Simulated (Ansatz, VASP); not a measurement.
# AlGeSbH2 in VASP and in Ansatz

```
Al Ge Sb H
1.0
    -2.03903    2.03903    4.84360
     2.03903   -2.03903    4.84360
     2.03903    2.03903   -4.84360
Al Ge Sb H
1 1 1 2
Direct
  0.00000 0.00000 0.00000
  0.25000 0.75000 0.50000
  0.75000 0.25000 0.50000
  0.62695 0.62695 0.00000
  0.37305 0.37305 0.00000
```

Change from the starting cell: species swapped into the TbSi2RuRh type (I-4m2, No. 119).

Alike in both runs: task relaxation of cell and atoms; functional PBE; k mesh 4 × 4 × 4; occupations gaussian, width 0.15 eV; no spin polarisation.

```csv
,VASP,Ansatz
version,VASP 6.6.1,Ansatz 0.2.0
potentials or method,"VASP PAW PBE potentials, release 64 (Al, Ge_d, Sb, H), cutoff 600 eV","scalar-relativistic, plane waves, PAW"
valence electrons in the cell,24,34
```

VASP gave:

```
gap on the k mesh at the Fermi level, each at its own relaxed structure (eV) : none
relaxed volume (Å³/atom)                                                     : 15.30
relaxed cell length with the largest relative difference (Å)                 : 4.980
```

Problem. What did Ansatz give for the same quantities?

Solution. gap on the k mesh at the Fermi level, each at its own relaxed structure (eV): none; relaxed volume (Å³/atom): 15.27; relaxed cell length with the largest relative difference (Å): 4.982.

A gap of «none» marks a metal or a gap that the smearing closes. VASP's potentials hold 24 valence electrons a cell and Ansatz's 34, so a difference there can come from the potentials and not from the codes.

The k mesh is coarse, so the values compare programs but aren't converged. Spin-orbit coupling is off throughout.
